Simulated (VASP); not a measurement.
# Cu (Fm-3m) in VASP: notebook

The runs below take Cu through single point, with LDA, PBE, RPBE, PBEsol.

Everything below comes from runs of VASP 6.6.1. Logs are shortened: lines on timing, memory, paths and dates and some standing lists are left out, and cuts for length are marked.

## Step 1: The cell of the first run

Symmetry: Fm-3m, No. 225, cubic system. The conventional cell has a = 3.615 Å, b = 3.615 Å, c = 3.615 Å, α = 90.00°, β = 90.00°, γ = 90.00°. Cu (site symmetry m-3m) has 12 Cu at 2.56 Å within 3.4 Å.

## Step 2: Single point, LDA

Contents of INCAR:

```
SYSTEM = Cu
PREC = Accurate
ENCUT = 600
EDIFF = 1E-6
ISMEAR = -1
SIGMA = 0.2
LREAL = .FALSE.
LASPH = .TRUE.
NELM = 120
ALGO = Normal
ISIF = 2
LWAVE = .FALSE.
LCHARG = .FALSE.
GGA = CA
NBANDS = 12
GGA_COMPAT = .FALSE.
```

Contents of KPOINTS:

```
Automatic mesh
0
G
  6 6 6
  0 0 0
```

Contents of POSCAR:

```
Cu
1.0
    0.0000000000      1.8075000000      1.8075000000
    1.8075000000      0.0000000000      1.8075000000
    1.8075000000      1.8075000000      0.0000000000
Cu
1
Direct
    0.0000000000      0.0000000000      0.0000000000
```

Potentials or basis: VASP PAW LDA potentials, release 64 (Cu).

Launch:

```bash
cat potpaw_LDA.64/Cu/POTCAR > POTCAR
mpirun -np 1 vasp_std > vasp.out
```

OUTCAR:

```text
SYSTEM = Cu
   PREC = Accurate
   ENCUT = 600
   EDIFF = 1E-6
   ISMEAR = -1
   LREAL = .FALSE.
   LASPH = .TRUE.
   NELM = 120
   ISIF = 2
   GGA = CA

 ion  position               nearest neighbor table
   1  0.000  0.000  0.000-

  LATTYP: Found a face centered cubic cell.
 ALAT       =     3.6150000000

  Lattice vectors:

 A1 = (   0.0000000000,   1.8075000000,   1.8075000000)
 A2 = (   1.8075000000,   0.0000000000,   1.8075000000)
 A3 = (   1.8075000000,   1.8075000000,   0.0000000000)

Analysis of symmetry for initial positions (statically):
=====================================================================
 Subroutine PRICEL returns:
 Original cell was already a primitive cell.

 Routine SETGRP: Setting up the symmetry group for a
 face centered cubic supercell.

 Subroutine GETGRP returns: Found 48 space group operations
 (whereof 48 operations were pure point group operations)
 out of a pool of 48 trial point group operations.

The static configuration has the point symmetry O_h .

Analysis of symmetry for dynamics (positions and initial velocities):
=====================================================================
 Subroutine PRICEL returns:
 Original cell was already a primitive cell.

 Routine SETGRP: Setting up the symmetry group for a
 face centered cubic supercell.

 Subroutine GETGRP returns: Found 48 space group operations
 (whereof 48 operations were pure point group operations)
 out of a pool of 48 trial point group operations.

The dynamic configuration has the point symmetry O_h .

 Subroutine INISYM returns: Found 48 space group operations
 (whereof 48 operations are pure point group operations),
 and found     1 'primitive' translations

----------------------------------------------------------------------------------------

                                     Primitive cell

  volume of cell :      11.8104

  direct lattice vectors                    reciprocal lattice vectors
     0.000000000  1.807500000  1.807500000    -0.276625173  0.276625173  0.276625173
     1.807500000  0.000000000  1.807500000     0.276625173 -0.276625173  0.276625173
     1.807500000  1.807500000  0.000000000     0.276625173  0.276625173 -0.276625173

  length of vectors
     2.556191014  2.556191014  2.556191014     0.479128854  0.479128854  0.479128854

  position of ions in fractional coordinates (direct lattice)
     0.000000000  0.000000000  0.000000000

  ion indices of the primitive-cell ions
[... 71 lines left out ...]
   ISIF   =      2    stress and relaxation
   ISYM   =      2    0-nonsym 1-usesym 2-fastsym
   POTIM  = 0.5000    time-step for ionic-motion
   TEBEG  =    0.0;   TEEND  =   0.0 temperature during run
   PSTRESS=    0.0 pullay stress
   NELECT =      11.0000    total number of electrons
   NUPDOWN=      -1.0000    fix difference up-down
   EMIN   =  10.00;   EMAX   =-10.00  energy-range for DOS
   EFERMI =   0.00;   METHOD = LEGACY
   ISMEAR =    -1;   SIGMA  =   0.20  broadening in eV -4-tet -1-fermi 0-gaus
   EFERMI_NEDOS =   21; number of points for ismear=-14 and -15
   IALGO  =     38    algorithm
   IMIX   =      4    mixing-type and parameters
     AMIX     =   0.40;   BMIX     =  1.00
     AMIX_MAG =   1.60;   BMIX_MAG =  1.00
  volume/ion in A,a.u.               =      11.81        79.70
  Fermi-wavevector in a.u.,A,eV,Ry     =   1.598763  3.021224 34.777078  2.556043
  Thomas-Fermi vector in A             =   2.696162
   LORBIT       =      0    0 simple, 1 ext, 2 COOP (PROOUT), +10 PAW based schemes
   GGA     = CA    functional components
   LHFCALC =     F    Hartree Fock is set to
   AEXX    =    0.0000 exact exchange contribution
   IVDW    =     0    specifies the selected vdW correction
   LEPSILON=     F    determine dielectric tensor
   LRPA    =     F    only Hartree local field effects (RPA)
 non-spin polarized calculation
  energy-cutoff  :      600.00
  volume of cell :       11.81
 maximum number of plane-waves:       411
   NGX = 11   NGY = 11   NGZ = 11

 number of electron      11.0000001 magnetization

 Free energy of the ion-electron system (eV)
  ---------------------------------------------------
  ext. energy  EPLUGINS =         0.00000000
  ---------------------------------------------------
  free energy    TOTEN  =        -4.64665985 eV

  energy without entropy =       -4.58563888  energy(sigma->0) =       -4.61614937

 E-fermi :   7.3512     XC(G=0): -13.1046

 val. band max:        7.2296064393   @ k =   0.5000   0.3333   0.1667
 cond. band min:       7.7987117668   @ k =   0.5000   0.1667   0.0000
 fundamental gap:      0.5691053275
 Fermi energy:         7.3511610442

 k-point     1 :       0.0000    0.0000    0.0000
  band No.  band energies     occupation
      1      -2.0108      2.00000
      2       4.2486      2.00000
      3       4.2486      2.00000
      4       4.2486      2.00000
      5       5.0851      1.99998
      6       5.0851      1.99998
      7      30.0244      0.00000
      8      32.4825      0.00000
      9      32.4825      0.00000
     10      32.4825      0.00000
     11      35.0186      0.00000
     12      35.0186      0.00000
[... 211 lines left out ...]
 k-point    16 :      -0.3333    0.5000    0.1667
  band No.  band energies     occupation
      1       2.9329      2.00000
      2       3.2484      2.00000
      3       4.4610      2.00000
      4       5.2370      1.99995
      5       5.7937      1.99917
      6      11.3512      0.00000
      7      14.9870      0.00000
      8      16.0009      0.00000
      9      17.2972      0.00000
     10      30.9708      0.00000
     11      33.4456      0.00000
     12      40.7058      0.00000

------------------------ aborting loop because EDIFF is reached ----------------------------------------

  FORCE on cell =-STRESS in cart. coord.  units (eV):
  Direction    XX          YY          ZZ          XY          YZ          ZX
  --------------------------------------------------------------------------------------
  -------------------------------------------------------------------------------------
  Total       -0.7767158     -0.7767158     -0.7767158      0.0000000      0.0000000      0.0000000
  in kB     -105.3677783   -105.3677783   -105.3677783      0.0000000      0.0000000      0.0000000
  external PRESSURE =    -105.3677783 kB  Pullay stress =       0.0000000 kB

 VOLUME and BASIS-vectors are now :
 -----------------------------------------------------------------------------
  energy-cutoff  :      600.00
  volume of cell :       11.81
      direct lattice vectors                 reciprocal lattice vectors
     0.000000000  1.807500000  1.807500000    -0.276625173  0.276625173  0.276625173
     1.807500000  0.000000000  1.807500000     0.276625173 -0.276625173  0.276625173
     1.807500000  1.807500000  0.000000000     0.276625173  0.276625173 -0.276625173

 POSITION                                       TOTAL-FORCE (eV/Angst)
 -----------------------------------------------------------------------------------
      0.00000      0.00000      0.00000         0.000000     -0.000000     -0.000000
 -----------------------------------------------------------------------------------
    total drift:                                0.000000      0.000000      0.000000

  FREE ENERGIE OF THE ION-ELECTRON SYSTEM (eV)
  ---------------------------------------------------
  free  energy   TOTEN  =        -4.6466598549 eV

  energy  without entropy=       -4.5856388799  energy(sigma->0) =       -4.61614937
```

It took 2 s on 1 thread of Intel Xeon 6975P-C, shared host; peak memory 0.12 GiB.

Results:

```yaml
Free_energy: -4.6467 eV
Pressure: -10.5 GPa
```

Caveat: the k points lie up to 0.50 Å⁻¹ apart.

## Step 3: Single point, PBE

Contents of INCAR:

```
SYSTEM = Cu
PREC = Accurate ; ENCUT = 600
EDIFF = 1E-6 ; ISMEAR = -1
SIGMA = 0.2 ; LREAL = .False.
LASPH = .True. ; NELM = 120
ALGO = Normal ; ISIF = 2
LWAVE = .False. ; LCHARG = .False.
GGA = PE ; NBANDS = 12
GGA_COMPAT = .False.
```

Contents of KPOINTS:

```
regular mesh
0
Gamma
  6 6 6
  0 0 0
```

POSCAR is that of step 2.

Potentials or basis: VASP PAW PBE potentials, release 64 (Cu).

Launch:

```bash
cat potpaw_PBE.64/Cu/POTCAR > POTCAR
mpirun -np 1 vasp_std > vasp.out
```

Run time: 2.9 s. Hardware: 1 thread of Intel Xeon 6975P-C, shared host; peak memory 0.12 GiB.

Results (log left out):

```yaml
Free_energy: -3.6999 eV
Pressure: 3.5 GPa
```

Levels at points of the mesh, in eV from the Fermi level:
| k point | band 2 | band 3 | band 4 | band 5 | band 6 | band 7 | band 8 | band 9 | band 10 | band 11 |
| --- | --- | --- | --- | --- | --- | --- | --- | --- | --- | --- |
| (0.00, 0.00, 0.00) | -3.07 | -3.07 | -3.07 | -2.25 | -2.25 | 22.57 | 25.21 | 25.21 | 25.21 | 27.70 |
| (0.50, 0.00, 0.00) | -3.10 | -3.10 | -1.68 | -1.68 | -1.03 | 3.72 | 21.06 | 22.04 | 22.04 | 25.05 |
| (0.50, 0.50, 0.00) | -4.46 | -1.70 | -1.54 | -1.54 | 1.47 | 7.08 | 13.05 | 13.05 | 17.54 | 20.23 |

Caveat: the k points lie up to 0.50 Å⁻¹ apart.

## Step 4: Single point, RPBE

Contents of INCAR:

```
PREC = Accurate
ENCUT = 600
EDIFF = 1E-6
ISMEAR = -1
SIGMA = 0.2
LREAL = False
LASPH = True
NELM = 120
ALGO = Normal
ISIF = 2
LWAVE = False
LCHARG = False
GGA = RP
NBANDS = 12
GGA_COMPAT = False
```

Contents of KPOINTS:

```
regular mesh
0
Gamma
  6 6 6
```

POSCAR is that of step 3.

Launch:

```bash
cat potpaw_PBE.64/Cu/POTCAR > POTCAR
mpirun -np 1 vasp_std > vasp.out
```

Run time: 2.9 s. Hardware: 1 thread of Intel Xeon 6975P-C, shared host; peak memory 0.12 GiB.

It converged, with:

- Free energy: -3.2148 eV
- Pressure: 8.5 GPa

Levels at points of the mesh, in eV from the Fermi level:
```
           k point  band 2  band 3  band 4  band 5  band 6  band 7  band 8  band 9  band 10  band 11
(0.00, 0.00, 0.00)   -3.07   -3.07   -3.07   -2.25   -2.25   22.51   25.25   25.25    25.25    27.70
(0.50, 0.00, 0.00)   -3.10   -3.10   -1.68   -1.68   -1.04    3.74   21.00   22.11    22.11    25.03
(0.50, 0.50, 0.00)   -4.46   -1.70   -1.54   -1.54    1.48    7.09   13.09   13.09    17.51    20.25
```

Caveat: the k points lie up to 0.50 Å⁻¹ apart; the PAW data sets were made with another functional, which shifts forces and pressure a little.

(Continued in part 2 of 2.)
